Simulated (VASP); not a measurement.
# ScZn3 (Fm-3m) in VASP: relaxation of cell and atoms with LDA

Aim: the relaxation of cell and atoms of ScZn3 with LDA.

Everything below comes from runs of VASP 6.6.1. Logs are shortened: lines on timing, memory, paths and dates and some standing lists are left out, and cuts for length are marked.

## Step 1: The cell of the first run

Symmetry: Fm-3m, No. 225, cubic system. The conventional cell has a = 6.313 Å, b = 6.313 Å, c = 6.313 Å, α = 90.00°, β = 90.00°, γ = 90.00°. Sc (site symmetry m-3m) has 14 Zn at 2.73 to 3.16 Å within 3.6 Å. Within 3.6 Å of Zn (site symmetry -43m) lie 4 Sc at 2.73 Å and 10 Zn at 2.73 to 3.16 Å. Within 3.6 Å of Zn (site symmetry m-3m) lie 8 Zn at 2.73 Å and 6 Sc at 3.16 Å.

## Step 2: Relaxation of cell and atoms, LDA

INCAR reads:

```
ALGO = Normal
EDIFF = 1E-6
EDIFFG = -0.01
ENCUT = 600
IBRION = 2
ISIF = 3
ISMEAR = 0
LASPH = T
LCHARG = F
LREAL = F
LWAVE = F
NELM = 100
NSW = 80
PREC = Accurate
SIGMA = 0.05
```

KPOINTS reads:

```
k-points
0
Gamma
  11 11 11
```

POSCAR reads:

```
ScZn3
1.0
    0.0000000000      3.1563880000      3.1563880000
    3.1563880000      0.0000000000      3.1563880000
    3.1563880000      3.1563880000      0.0000000000
Sc Zn
1 3
Direct
    0.0000000000      0.0000000000      0.0000000000
    0.2500000000      0.2500000000      0.2500000000
    0.7500000000      0.7500000000      0.7500000000
    0.5000000000      0.5000000000      0.5000000000
```

Potentials or basis: VASP PAW LDA potentials, release 64 (Sc_sv, Zn).

Run with:

```
cat potpaw_LDA.64/Sc_sv/POTCAR potpaw_LDA.64/Zn/POTCAR > POTCAR
mpirun -np 1 vasp_std > vasp.out
```

OUTCAR:

```text
EDIFF = 1E-6
   EDIFFG = -0.01
   ENCUT = 600
   IBRION = 2
   ISIF = 3
   ISMEAR = 0
   LASPH = T
   LREAL = F
   NELM = 100
   NSW = 80
   PREC = Accurate

 ion  position               nearest neighbor table
   1  0.000  0.000  0.000-   3 2.73   3 2.73   3 2.73   2 2.73   3 2.73   2 2.73   2 2.73   2 2.73
                             4 3.16   4 3.16   4 3.16   4 3.16   4 3.16   4 3.16
   2  0.250  0.250  0.250-   1 2.73   1 2.73   1 2.73   1 2.73   4 2.73   4 2.73   4 2.73   4 2.73

   3  0.750  0.750  0.750-   4 2.73   4 2.73   4 2.73   1 2.73   4 2.73   1 2.73   1 2.73   1 2.73

   4  0.500  0.500  0.500-   2 2.73   2 2.73   2 2.73   2 2.73   3 2.73   3 2.73   3 2.73   3 2.73
                             1 3.16   1 3.16   1 3.16   1 3.16   1 3.16   1 3.16

  LATTYP: Found a face centered cubic cell.
 ALAT       =     6.3127760000

  Lattice vectors:

 A1 = (   0.0000000000,   3.1563880000,   3.1563880000)
 A2 = (   3.1563880000,   0.0000000000,   3.1563880000)
 A3 = (   3.1563880000,   3.1563880000,   0.0000000000)

Analysis of symmetry for initial positions (statically):
=====================================================================
 Subroutine PRICEL returns:
 Original cell was already a primitive cell.

 Routine SETGRP: Setting up the symmetry group for a
 face centered cubic supercell.

 Subroutine GETGRP returns: Found 48 space group operations
 (whereof 48 operations were pure point group operations)
 out of a pool of 48 trial point group operations.

The static configuration has the point symmetry O_h .

Analysis of symmetry for dynamics (positions and initial velocities):
=====================================================================
 Subroutine PRICEL returns:
 Original cell was already a primitive cell.

 Routine SETGRP: Setting up the symmetry group for a
 face centered cubic supercell.

 Subroutine GETGRP returns: Found 48 space group operations
 (whereof 48 operations were pure point group operations)
 out of a pool of 48 trial point group operations.

The dynamic configuration has the point symmetry O_h .

 Subroutine INISYM returns: Found 48 space group operations
 (whereof 48 operations are pure point group operations),
 and found     1 'primitive' translations

----------------------------------------------------------------------------------------

                                     Primitive cell

  volume of cell :      62.8928

  direct lattice vectors                    reciprocal lattice vectors
     0.000000000  3.156388000  3.156388000    -0.158408916  0.158408916  0.158408916
     3.156388000  0.000000000  3.156388000     0.158408916 -0.158408916  0.158408916
     3.156388000  3.156388000  0.000000000     0.158408916  0.158408916 -0.158408916

  length of vectors
     4.463806718  4.463806718  4.463806718     0.274372290  0.274372290  0.274372290

  position of ions in fractional coordinates (direct lattice)
     0.000000000  0.000000000  0.000000000
     0.250000000  0.250000000  0.250000000
     0.750000000  0.750000000  0.750000000
     0.500000000  0.500000000  0.500000000

  ion indices of the primitive-cell ions
   primitive index   ion index
                 1           1
                 2           2
                 3           3
                 4           4

----------------------------------------------------------------------------------------

 KPOINTS: k-points

Automatic generation of k-mesh.
 Grid dimensions read from file:
 generate k-points for:   11   11   11

 Generating k-lattice:

  Cartesian coordinates                     Fractional coordinates (reciprocal lattice)
    -0.014400811  0.014400811  0.014400811     0.090909091  0.000000000  0.000000000
     0.014400811 -0.014400811  0.014400811     0.000000000  0.090909091  0.000000000
     0.014400811  0.014400811 -0.014400811     0.000000000  0.000000000  0.090909091

  Length of vectors
     0.024942935  0.024942935  0.024942935

  Shift w.r.t. Gamma in fractional coordinates (k-lattice)
     0.000000000  0.000000000  0.000000000

 Subroutine IBZKPT returns following result:
 ===========================================

 Found     56 irreducible k-points:

 Following reciprocal coordinates:
            Coordinates               Weight
  0.000000  0.000000  0.000000      1.000000
  0.090909  0.000000  0.000000      8.000000
  0.181818  0.000000  0.000000      8.000000
  0.272727  0.000000  0.000000      8.000000
  0.363636  0.000000  0.000000      8.000000
  0.454545  0.000000  0.000000      8.000000
[... 16 lines left out ...]
 -0.272727  0.181818  0.000000     24.000000
 -0.181818  0.181818  0.000000     12.000000
 [... further k-points ...]
   k-points           NKPTS =     56   k-points in BZ     NKDIM =     56   number of bands    NBANDS=     28
   number of dos      NEDOS =    301   number of ions     NIONS =      4
   total plane-waves  NPLWV =  46656
   dimension x,y,z NGX =    36 NGY =   36 NGZ =   36
   dimension x,y,z NGXF=    72 NGYF=   72 NGZF=   72
   ions per type =               1   3
   NGX,Y,Z   is equivalent  to a cutoff of  13.41, 13.41, 13.41 a.u.
   NGXF,Y,Z  is equivalent  to a cutoff of  26.82, 26.82, 26.82 a.u.
 SYSTEM =  unknown system
   PREC   = accura    normal or accurate (medium, high low for compatibility)
   ISTART =      0    job   : 0-new  1-cont  2-samecut
   ICHARG =      2    charge: 1-file 2-atom 10-const
   ISPIN  =      1    spin polarized calculation?
   LNONCOLLINEAR =      F non collinear calculations
   LSORBIT =      F    spin-orbit coupling
   LASPH  =      T    aspherical Exc in radial PAW
   ENCUT  =  600.0 eV  44.10 Ry    6.64 a.u.   8.92  8.92  8.92*2*pi/ulx,y,z
   NELM   =    100;   NELMIN=  2; NELMDL= -5     # of ELM steps
   EDIFF  = 0.1E-05   stopping-criterion for ELM
   LREAL  =      F    real-space projection
   EDIFFG = -.1E-01   stopping-criterion for IOM
   NSW    =     80    number of steps for IOM
   IBRION =      2    ionic relax: 0-MD 1-quasi-New 2-CG
   NFREE  =      1    steps in history (QN), initial steepest desc. (CG)
   ISIF   =      3    stress and relaxation
   ISYM   =      2    0-nonsym 1-usesym 2-fastsym
   POTIM  = 0.5000    time-step for ionic-motion
   TEBEG  =    0.0;   TEEND  =   0.0 temperature during run
   PSTRESS=    0.0 pullay stress
   NELECT =      47.0000    total number of electrons
   NUPDOWN=      -1.0000    fix difference up-down
   EMIN   =  10.00;   EMAX   =-10.00  energy-range for DOS
   EFERMI =   0.00;   METHOD = LEGACY
   ISMEAR =     0;   SIGMA  =   0.05  broadening in eV -4-tet -1-fermi 0-gaus
   EFERMI_NEDOS =   21; number of points for ismear=-14 and -15
   IALGO  =     38    algorithm
   IMIX   =      4    mixing-type and parameters
     AMIX     =   0.40;   BMIX     =  1.00
     AMIX_MAG =   1.60;   BMIX_MAG =  1.00
  volume/ion in A,a.u.               =      15.72       106.11
  Fermi-wavevector in a.u.,A,eV,Ry     =   1.485618  2.807410 30.028874  2.207060
  Thomas-Fermi vector in A             =   2.599007
   LORBIT       =      0    0 simple, 1 ext, 2 COOP (PROOUT), +10 PAW based schemes
   GGA     = CA    functional components
   LHFCALC =     F    Hartree Fock is set to
   AEXX    =    0.0000 exact exchange contribution
   IVDW    =     0    specifies the selected vdW correction
   LEPSILON=     F    determine dielectric tensor
   LRPA    =     F    only Hartree local field effects (RPA)
 conjugate gradient relaxation of ions
 non-spin polarized calculation
 Gauss-broadening in eV      SIGMA  =   0.05
  energy-cutoff  :      600.00
  volume of cell :       62.89
 maximum number of plane-waves:      2119
   NGX = 17   NGY = 17   NGZ = 17

--------------------------------------- Ionic step        1  -------------------------------------------

 number of electron      46.9999958 magnetization

 Free energy of the ion-electron system (eV)
  ---------------------------------------------------
  ext. energy  EPLUGINS =         0.00000000
  ---------------------------------------------------
  free energy    TOTEN  =       -13.62907394 eV

  energy without entropy =      -13.62754946  energy(sigma->0) =      -13.62831170

 E-fermi :   3.7847     XC(G=0): -11.8536

 val. band max:        3.7845225996   @ k =  -0.3636   0.4545   0.1818
 cond. band min:       3.7972664239   @ k =  -0.4545   0.3636   0.1818
 fundamental gap:      0.0127438243
 Fermi energy:         3.7847155780

 k-point     1 :       0.0000    0.0000    0.0000
  band No.  band energies     occupation
      1     -45.2031      2.00000
      2     -24.2293      2.00000
      3     -24.2293      2.00000
      4     -24.2293      2.00000
      5      -5.6995      2.00000
      6      -4.3466      2.00000
[... 20 lines left out ...]
     27       6.7035      0.00000
     28       6.7035      0.00000

 k-point     2 :       0.0909    0.0000    0.0000
  band No.  band energies     occupation
      1     -45.2030      2.00000
      2     -24.2310      2.00000
      3     -24.2295      2.00000
      4     -24.2295      2.00000
      5      -5.5987      2.00000
      6      -4.3288      2.00000
[... 747 lines left out ...]
  FORCE on cell =-STRESS in cart. coord.  units (eV):
  Direction    XX          YY          ZZ          XY          YZ          ZX
  --------------------------------------------------------------------------------------
  -------------------------------------------------------------------------------------
  Total        0.7457739      0.7457739      0.7457739      0.0000000      0.0000000     -0.0000000
  in kB       20.6410199     20.6410199     20.6410199      0.0000000      0.0000000     -0.0000000
  external PRESSURE =      20.6410199 kB  Pullay stress =       0.0000000 kB

 VOLUME and BASIS-vectors are now :
 -----------------------------------------------------------------------------
  energy-cutoff  :      600.00
  volume of cell :       57.89
      direct lattice vectors                 reciprocal lattice vectors
     0.000000000  3.070333373  3.070333373    -0.162848766  0.162848766  0.162848766
     3.070333373  0.000000000  3.070333373     0.162848766 -0.162848766  0.162848766
     3.070333373  3.070333373 -0.000000000     0.162848766  0.162848766 -0.162848766

 POSITION                                       TOTAL-FORCE (eV/Angst)
 -----------------------------------------------------------------------------------
      3.07033      6.14067      3.07033         0.000000      0.000000      0.000000
      1.53517      1.53517      1.53517        -0.000000      0.000000      0.000000
      4.60550      4.60550      4.60550        -0.000000     -0.000000     -0.000000
      3.07033      3.07033      3.07033         0.000000      0.000000      0.000000
 -----------------------------------------------------------------------------------
    total drift:                                0.000000      0.000000      0.000000

  FREE ENERGIE OF THE ION-ELECTRON SYSTEM (eV)
  ---------------------------------------------------
  free  energy   TOTEN  =       -13.6939939567 eV

  energy  without entropy=      -13.6923777921  energy(sigma->0) =      -13.69318587

--------------------------------------- Ionic step        3  -------------------------------------------

 number of electron      47.0000038 magnetization

 Free energy of the ion-electron system (eV)
  ---------------------------------------------------
  ext. energy  EPLUGINS =         0.00000000
  ---------------------------------------------------
  free energy    TOTEN  =       -13.70148715 eV

  energy without entropy =      -13.69991972  energy(sigma->0) =      -13.70070344

 E-fermi :   4.2318     XC(G=0): -12.1838

 val. band max:        4.1523427526   @ k =  -0.4545   0.2727   0.0909
 cond. band min:       4.2356549148   @ k =  -0.3636   0.4545   0.1818
 fundamental gap:      0.0833121621
 Fermi energy:         4.2317537971

 k-point     1 :       0.0000    0.0000    0.0000
  band No.  band energies     occupation
      1     -44.5796      2.00000
      2     -23.6305      2.00000
      3     -23.6305      2.00000
      4     -23.6305      2.00000
      5      -5.6384      2.00000
      6      -4.1139      2.00000
[... 20 lines left out ...]
     27       7.2523      0.00000
     28       7.2523      0.00000

 k-point     2 :       0.0909    0.0000    0.0000
  band No.  band energies     occupation
      1     -44.5795      2.00000
      2     -23.6329      2.00000
      3     -23.6308      2.00000
      4     -23.6308      2.00000
      5      -5.5319      2.00000
      6      -4.0935      2.00000
[... 709 lines left out ...]
  FORCE on cell =-STRESS in cart. coord.  units (eV):
  Direction    XX          YY          ZZ          XY          YZ          ZX
  --------------------------------------------------------------------------------------
  -------------------------------------------------------------------------------------
  Total       -0.0059371     -0.0059371     -0.0059371      0.0000000      0.0000000      0.0000000
  in kB       -0.1611183     -0.1611183     -0.1611183      0.0000000      0.0000000      0.0000000
  external PRESSURE =      -0.1611183 kB  Pullay stress =       0.0000000 kB

 VOLUME and BASIS-vectors are now :
 -----------------------------------------------------------------------------
  energy-cutoff  :      600.00
  volume of cell :       59.04
      direct lattice vectors                 reciprocal lattice vectors
     0.000000000  3.090558520  3.090558520    -0.161783055  0.161783055  0.161783055
     3.090558520  0.000000000  3.090558520     0.161783055 -0.161783055  0.161783055
     3.090558520  3.090558520 -0.000000000     0.161783055  0.161783055 -0.161783055

 POSITION                                       TOTAL-FORCE (eV/Angst)
 -----------------------------------------------------------------------------------
      0.00000      0.00000      0.00000        -0.000000      0.000000     -0.000000
      1.54528      1.54528      1.54528        -0.000000     -0.000000     -0.000000
      4.63584      4.63584      4.63584         0.000000      0.000000      0.000000
      3.09056      3.09056      3.09056        -0.000000      0.000000     -0.000000
 -----------------------------------------------------------------------------------
    total drift:                                0.000000      0.000000      0.000000

  FREE ENERGIE OF THE ION-ELECTRON SYSTEM (eV)
  ---------------------------------------------------
  free  energy   TOTEN  =       -13.7014871521 eV

  energy  without entropy=      -13.6999197208  energy(sigma->0) =      -13.70070344

 reached required accuracy - stopping structural energy minimisation
```

Run time: 3 min. Hardware: 1 thread of Intel Xeon Platinum 8488C (Sapphire Rapids), shared host; peak memory 0.26 GiB.

Results:

| Property | Result |
| --- | --- |
| Free energy | -13.7015 eV |
| Relaxed volume | 14.76 Å³/atom |
| Relaxed cell | a = 4.371 Å, b = 4.371 Å, c = 4.371 Å, α = 60.00°, β = 60.00°, γ = 60.00° |
| Space group after relaxing (to 0.1 Å) | Fm-3m (No. 225) |
| Energy gained by relaxing | 18.1 meV/atom |
| Ionic steps | 3 |
| Pressure after relaxing | 0.0 GPa |
| Band gap on the k mesh | zero (an odd number of electrons rules out a gap without spin polarisation) |

Step by step:
| step | energy change (eV) | largest force (eV/Å) | pressure (GPa) | volume (Å³) |
| --- | --- | --- | --- | --- |
| 1 | 0.0000 | 0.0000 | -5.76 | 62.89 |
| 2 | -0.0649 | 0.0000 | 2.06 | 57.89 |
| 3 | -0.0724 | 0.0000 | -0.02 | 59.04 |

Final structure:
```yaml
crystal:
  lattice:
    - [0.00000, 3.09056, 3.09056]
    - [3.09056, 0.00000, 3.09056]
    - [3.09056, 3.09056, 0.00000]
  atoms:
    - { symbol: Sc, position: [0.00000, 0.00000, 0.00000] }
    - { symbol: Zn, position: [0.25000, 0.25000, 0.25000] }
    - { symbol: Zn, position: [0.75000, 0.75000, 0.75000] }
    - { symbol: Zn, position: [0.50000, 0.50000, 0.50000] }
```

The gap in the log of VASP goes by the Fermi energy; the results here count the filled bands.